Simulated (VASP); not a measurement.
# Ni (Fm-3m) in VASP: a series of runs, part 2 of 3

VASP 6.6.1. The steps go on from the part before.

### Step 3. Single point, LDA, collinear spin, ferromagnetic start

Input file INCAR:

```
SYSTEM = Ni
PREC     = Accurate       ! precision mode
ENCUT    = 520            ! plane-wave cutoff, eV
EDIFF    = 1E-6           ! SCF threshold, eV
ISMEAR   = -1             ! smearing method
SIGMA    = 0.1            ! smearing width, eV
LREAL    = .False.        ! projectors in reciprocal space
LASPH    = .True.         ! aspherical terms in the spheres
NELM     = 150            ! most SCF steps
ALGO     = Normal         ! electronic algorithm
ISIF     = 2              ! what is computed and relaxed
LWAVE    = .False.        ! write WAVECAR
LCHARG   = .False.        ! write CHGCAR
ISPIN    = 2              ! spin polarisation
MAGMOM   = 0.7            ! initial moments
LORBIT   = 11             ! projections on sites
NUPDOWN  = 0.7            ! fixed moment
LMAXMIX  = 4              ! l up to which the mixer works
NBANDS   = 15             ! bands
```

Input file KPOINTS:

```
regular mesh
0
Gamma
  15 15 15
  0 0 0
```

Input file POSCAR:

```
Ni
1.0
    0.0000000000      1.7672600000      1.7672600000
    1.7672600000      0.0000000000      1.7672600000
    1.7672600000      1.7672600000      0.0000000000
Ni
1
Direct
    0.0000000000      0.0000000000      0.0000000000
```

Potentials or basis: VASP PAW LDA potentials, release 64 (Ni).

Started as:

```
cat potpaw_LDA.64/Ni/POTCAR > POTCAR
mpirun -np 1 vasp_std > vasp.out
```

OUTCAR:

```text
SYSTEM = Ni
   PREC = Accurate
   ENCUT = 520
   EDIFF = 1E-6
   ISMEAR = -1
   LREAL = .False.
   LASPH = .True.
   NELM = 150
   ISIF = 2
   ISPIN = 2
   LORBIT = 11
   NUPDOWN = 0.7

 ion  position               nearest neighbor table
   1  0.000  0.000  0.000-

  LATTYP: Found a face centered cubic cell.
 ALAT       =     3.5345200000

  Lattice vectors:

 A1 = (   0.0000000000,   1.7672600000,   1.7672600000)
 A2 = (   1.7672600000,   0.0000000000,   1.7672600000)
 A3 = (   1.7672600000,   1.7672600000,   0.0000000000)

Analysis of symmetry for initial positions (statically):
=====================================================================
 Subroutine PRICEL returns:
 Original cell was already a primitive cell.

 Routine SETGRP: Setting up the symmetry group for a
 face centered cubic supercell.

 Subroutine GETGRP returns: Found 48 space group operations
 (whereof 48 operations were pure point group operations)
 out of a pool of 48 trial point group operations.

The static configuration has the point symmetry O_h .

Analysis of symmetry for dynamics (positions and initial velocities):
=====================================================================
 Subroutine PRICEL returns:
 Original cell was already a primitive cell.

 Routine SETGRP: Setting up the symmetry group for a
 face centered cubic supercell.

 Subroutine GETGRP returns: Found 48 space group operations
 (whereof 48 operations were pure point group operations)
 out of a pool of 48 trial point group operations.

The dynamic configuration has the point symmetry O_h .

Analysis of structural, dynamic, and magnetic symmetry:
=====================================================================
 Subroutine PRICEL returns:
 Original cell was already a primitive cell.

 Routine SETGRP: Setting up the symmetry group for a
 face centered cubic supercell.

 Subroutine GETGRP returns: Found 48 space group operations
 (whereof 48 operations were pure point group operations)
 out of a pool of 48 trial point group operations.

The overall configuration has the point symmetry O_h .

 Subroutine INISYM returns: Found 48 space group operations
 (whereof 48 operations are pure point group operations),
 and found     1 'primitive' translations

----------------------------------------------------------------------------------------

                                     Primitive cell

  volume of cell :      11.0390

  direct lattice vectors                    reciprocal lattice vectors
     0.000000000  1.767260000  1.767260000    -0.282923848  0.282923848  0.282923848
     1.767260000  0.000000000  1.767260000     0.282923848 -0.282923848  0.282923848
     1.767260000  1.767260000  0.000000000     0.282923848  0.282923848 -0.282923848

  length of vectors
     2.499283060  2.499283060  2.499283060     0.490038480  0.490038480  0.490038480

  position of ions in fractional coordinates (direct lattice)
     0.000000000  0.000000000  0.000000000

  ion indices of the primitive-cell ions
   primitive index   ion index
                 1           1

----------------------------------------------------------------------------------------

 KPOINTS: regular mesh

Automatic generation of k-mesh.
 Grid dimensions read from file:
[... 72 lines left out ...]
   ISYM   =      2    0-nonsym 1-usesym 2-fastsym
   POTIM  = 0.5000    time-step for ionic-motion
   TEBEG  =    0.0;   TEEND  =   0.0 temperature during run
   PSTRESS=    0.0 pullay stress
   NELECT =      10.0000    total number of electrons
   NUPDOWN=       0.7000    fix difference up-down
   EMIN   =  10.00;   EMAX   =-10.00  energy-range for DOS
   EFERMI =   0.00;   METHOD = LEGACY
   ISMEAR =    -1;   SIGMA  =   0.10  broadening in eV -4-tet -1-fermi 0-gaus
   EFERMI_NEDOS =   21; number of points for ismear=-14 and -15
   IALGO  =     38    algorithm
   IMIX   =      4    mixing-type and parameters
     AMIX     =   0.40;   BMIX     =  1.00
     AMIX_MAG =   1.60;   BMIX_MAG =  1.00
  volume/ion in A,a.u.               =      11.04        74.50
  Fermi-wavevector in a.u.,A,eV,Ry     =   1.584034  2.993389 34.139227  2.509162
  Thomas-Fermi vector in A             =   2.683713
   LORBIT       =     11    0 simple, 1 ext, 2 COOP (PROOUT), +10 PAW based schemes
   GGA     = CA    functional components
   LHFCALC =     F    Hartree Fock is set to
   AEXX    =    0.0000 exact exchange contribution
   IVDW    =     0    specifies the selected vdW correction
   LEPSILON=     F    determine dielectric tensor
   LRPA    =     F    only Hartree local field effects (RPA)
 spin polarized calculation
  energy-cutoff  :      520.00
  volume of cell :       11.04
 maximum number of plane-waves:       310
   NGX =  9   NGY =  9   NGZ =  9

 number of electron      10.0000010 magnetization       0.7000001

 Free energy of the ion-electron system (eV)
  ---------------------------------------------------
  ext. energy  EPLUGINS =         0.00000000
  ---------------------------------------------------
  free energy    TOTEN  =        -6.53578911 eV

  energy without entropy =       -6.48202088  energy(sigma->0) =       -6.50890499

 E-fermi :   8.7913     XC(G=0): -13.5291

 val. band max:        9.0111082516   @ k =   0.4667   0.0667   0.0000
 cond. band min:       8.7919877704   @ k =  -0.4000   0.1333   0.0000
 fundamental gap:     -0.2191204812
 Fermi energy:         9.0856545348

 spin component 1

 k-point     1 :       0.0000    0.0000    0.0000
  band No.  band energies     occupation
      1      -0.0755      1.00000
      2       6.4485      1.00000
      3       6.4485      1.00000
      4       6.4485      1.00000
      5       7.5627      1.00000
      6       7.5627      1.00000
      7      32.4764      0.00000
      8      36.1015      0.00000
      9      36.1015      0.00000
     10      36.1015      0.00000
     11      39.0133      0.00000
     12      39.0133      0.00000
     13      39.0133      0.00000
     14      42.2530      0.00000
[... 403 lines left out ...]
      4       6.8236      1.00000
      5       7.2292      1.00000
      6       7.7357      1.00000
      7      28.3269      0.00000
      8      30.8002      0.00000
      9      31.4128      0.00000
     10      33.6447      0.00000
     11      37.6950      0.00000
     12      42.4265      0.00000
     13      44.1554      0.00000
     14      44.7542      0.00000
     15      49.2580      0.00000

 [... further k-points ...]

 spin component 2

 k-point     1 :       0.0000    0.0000    0.0000
  band No.  band energies     occupation
      1      -0.0093      1.00000
      2       7.1415      1.00000
      3       7.1415      1.00000
      4       7.1415      1.00000
      5       8.2237      0.99659
      6       8.2237      0.99659
      7      32.4752      0.00000
      8      36.1821      0.00000
      9      36.1821      0.00000
     10      36.1821      0.00000
     11      39.2108      0.00000
     12      39.2108      0.00000
     13      39.2108      0.00000
     14      42.2462      0.00000
[... 403 lines left out ...]
      4       7.5260      1.00000
      5       7.8740      0.99990
      6       8.4059      0.97926
      7      28.4919      0.00000
      8      30.9620      0.00000
      9      31.5063      0.00000
     10      33.7312      0.00000
     11      37.9238      0.00000
     12      42.5229      0.00000
     13      44.2109      0.00000
     14      44.8207      0.00000
     15      49.4672      0.00000

 [... further k-points ...]

------------------------ aborting loop because EDIFF is reached ----------------------------------------

  FORCE on cell =-STRESS in cart. coord.  units (eV):
  Direction    XX          YY          ZZ          XY          YZ          ZX
  --------------------------------------------------------------------------------------
  -------------------------------------------------------------------------------------
  Total       -1.2577109     -1.2577109     -1.2577109      0.0000000      0.0000000     -0.0000000
  in kB     -182.5408464   -182.5408464   -182.5408464      0.0000000      0.0000000     -0.0000000
  external PRESSURE =    -182.5408464 kB  Pullay stress =       0.0000000 kB

 VOLUME and BASIS-vectors are now :
 -----------------------------------------------------------------------------
  energy-cutoff  :      520.00
  volume of cell :       11.04
      direct lattice vectors                 reciprocal lattice vectors
     0.000000000  1.767260000  1.767260000    -0.282923848  0.282923848  0.282923848
     1.767260000  0.000000000  1.767260000     0.282923848 -0.282923848  0.282923848
     1.767260000  1.767260000  0.000000000     0.282923848  0.282923848 -0.282923848

 POSITION                                       TOTAL-FORCE (eV/Angst)
 -----------------------------------------------------------------------------------
      0.00000      0.00000      0.00000         0.000000      0.000000     -0.000000
 -----------------------------------------------------------------------------------
    total drift:                               -0.000000     -0.000000     -0.000000

  FREE ENERGIE OF THE ION-ELECTRON SYSTEM (eV)
  ---------------------------------------------------
  free  energy   TOTEN  =        -6.5357891097 eV

  energy  without entropy=       -6.4820208793  energy(sigma->0) =       -6.50890499

 total charge

# of ion       s       p       d       tot
------------------------------------------
    1        0.496   0.488   8.310   9.293

 magnetization (x)

# of ion       s       p       d       tot
------------------------------------------
    1       -0.002  -0.013   0.717   0.702
```

It took 63 s on 1 thread of AMD EPYC 7R13, shared host; peak memory 0.11 GiB.

What came out:

* Free energy: -6.5358 eV
* Pressure: -18.3 GPa
* Net moment: 0.70 μB per cell
* Site moments: Ni +0.70 μB
* Valence electrons inside the program's atomic spheres: Ni 9.29

Caveat: the cell stands under tension; the total moment is fixed, so each spin has its own Fermi level.

### Step 4. Single point, LDA, collinear spin, ferromagnetic start

Input file INCAR:

```
PREC = Accurate ; ENCUT = 520
EDIFF = 1E-6 ; ISMEAR = -1
SIGMA = 0.1 ; LREAL = False
LASPH = True ; NELM = 150
ALGO = Normal ; ISIF = 2
LWAVE = False ; LCHARG = False
ISPIN = 2 ; MAGMOM = 1.17
LORBIT = 11 ; NUPDOWN = 1.17
LMAXMIX = 4 ; NBANDS = 15
```

Input file KPOINTS:

```
Automatic mesh
0
Gamma
  15 15 15
```

POSCAR is that of step 3.

Potentials or basis: VASP PAW LDA potentials, release 64 (Ni).

Started as:

```
cat potpaw_LDA.64/Ni/POTCAR > POTCAR
mpirun -np 1 vasp_std > vasp.out
```

OUTCAR:

```text
PREC = Accurate
   ENCUT = 520
   EDIFF = 1E-6
   ISMEAR = -1
   LREAL = False
   LASPH = True
   NELM = 150
   ISIF = 2
   ISPIN = 2
   LORBIT = 11
   NUPDOWN = 1.17

 ion  position               nearest neighbor table
   1  0.000  0.000  0.000-

  LATTYP: Found a face centered cubic cell.
 ALAT       =     3.5345200000

  Lattice vectors:

 A1 = (   0.0000000000,   1.7672600000,   1.7672600000)
 A2 = (   1.7672600000,   0.0000000000,   1.7672600000)
 A3 = (   1.7672600000,   1.7672600000,   0.0000000000)

Analysis of symmetry for initial positions (statically):
=====================================================================
 Subroutine PRICEL returns:
 Original cell was already a primitive cell.

 Routine SETGRP: Setting up the symmetry group for a
 face centered cubic supercell.

 Subroutine GETGRP returns: Found 48 space group operations
 (whereof 48 operations were pure point group operations)
 out of a pool of 48 trial point group operations.

The static configuration has the point symmetry O_h .

Analysis of symmetry for dynamics (positions and initial velocities):
[... 629 lines left out ...]
     13      39.2786      0.00000
     14      42.3701      0.00000
[... 403 lines left out ...]
      4       7.5111      0.99998
      5       7.8565      0.99943
      6       8.3813      0.90227
      7      28.5680      0.00000
      8      31.0395      0.00000
      9      31.5968      0.00000
     10      33.8246      0.00000
     11      37.9869      0.00000
     12      42.6117      0.00000
     13      44.3095      0.00000
     14      44.9155      0.00000
     15      49.5336      0.00000

 [... further k-points ...]

------------------------ aborting loop because EDIFF is reached ----------------------------------------

  FORCE on cell =-STRESS in cart. coord.  units (eV):
  Direction    XX          YY          ZZ          XY          YZ          ZX
  --------------------------------------------------------------------------------------
  -------------------------------------------------------------------------------------
  Total       -0.9040246     -0.9040246     -0.9040246      0.0000000      0.0000000      0.0000000
  in kB     -131.2077440   -131.2077440   -131.2077440      0.0000000      0.0000000      0.0000000
  external PRESSURE =    -131.2077440 kB  Pullay stress =       0.0000000 kB

 VOLUME and BASIS-vectors are now :
 -----------------------------------------------------------------------------
  energy-cutoff  :      520.00
  volume of cell :       11.04
      direct lattice vectors                 reciprocal lattice vectors
     0.000000000  1.767260000  1.767260000    -0.282923848  0.282923848  0.282923848
     1.767260000  0.000000000  1.767260000     0.282923848 -0.282923848  0.282923848
     1.767260000  1.767260000  0.000000000     0.282923848  0.282923848 -0.282923848

 POSITION                                       TOTAL-FORCE (eV/Angst)
 -----------------------------------------------------------------------------------
      0.00000      0.00000      0.00000        -0.000000      0.000000      0.000000
 -----------------------------------------------------------------------------------
    total drift:                               -0.000000     -0.000000     -0.000000

  FREE ENERGIE OF THE ION-ELECTRON SYSTEM (eV)
  ---------------------------------------------------
  free  energy   TOTEN  =        -6.3024573630 eV

  energy  without entropy=       -6.2525453262  energy(sigma->0) =       -6.27750134

 total charge

# of ion       s       p       d       tot
------------------------------------------
    1        0.513   0.525   8.237   9.275

 magnetization (x)

# of ion       s       p       d       tot
------------------------------------------
    1        0.021   0.040   1.080   1.141
```

stdout:

```text
POSCAR found type information on POSCAR Ni
 POSCAR found :  1 types and       1 ions
 scaLAPACK will be used
 LDA part: xc-table for (Slater(with rela. corr.)+CA(PZ))
 , standard interpolation
 POSCAR, INCAR and KPOINTS ok, starting setup
 FFT: planning ... GRIDC
 FFT: planning ... GRID_SOFT
 FFT: planning ... GRID
 WAVECAR not read
 entering main loop
```

It took 81 s on 1 thread of AMD EPYC 7R13, shared host; peak memory 0.11 GiB.

What came out:

```
Free energy                                           : -6.3025 eV
Pressure                                              : -13.1 GPa
Net moment                                            : 1.17 μB per cell
Site moments                                          : Ni +1.14 μB
Valence electrons inside the program's atomic spheres : Ni 9.28
```

Caveat: the cell stands under tension; the total moment is fixed, so each spin has its own Fermi level.

### Step 5. Single point, LDA, collinear spin, ferromagnetic start

Input file INCAR:

```
  ALGO = Normal
  EDIFF = 1E-6
  ENCUT = 520
  GGA = CA
  ISIF = 2
  ISMEAR = -1
  ISPIN = 2
  LASPH = T
  LCHARG = T
  LELF = T
  LMAXMIX = 4
  LORBIT = 11
  LREAL = F
  LVHAR = T
  LWAVE = F
  MAGMOM = 1.64
  NBANDS = 15
  NELM = 150
  NUPDOWN = 1.64
  PREC = Accurate
  SIGMA = 0.1
```

Input file KPOINTS:

```
k-points
0
Gamma
  15 15 15
```

POSCAR is that of step 4.

Started as:

```
cat potpaw_LDA.64/Ni/POTCAR > POTCAR
mpirun -np 1 vasp_std > vasp.out
```

Wall time 1.7 min (1 thread of AMD EPYC 7R13, shared host); peak memory 0.11 GiB.

It converged, with:

| Property | Result |
| --- | --- |
| Free energy | -5.6457 eV |
| Pressure | -4.1 GPa |
| Net moment | 1.64 μB per cell |
| Site moments | Ni +1.56 μB |
| Valence electrons inside the program's atomic spheres | Ni 9.25 |

Caveat: the cell stands under tension; the total moment is fixed, so each spin has its own Fermi level.

[end of part 2 of 3]
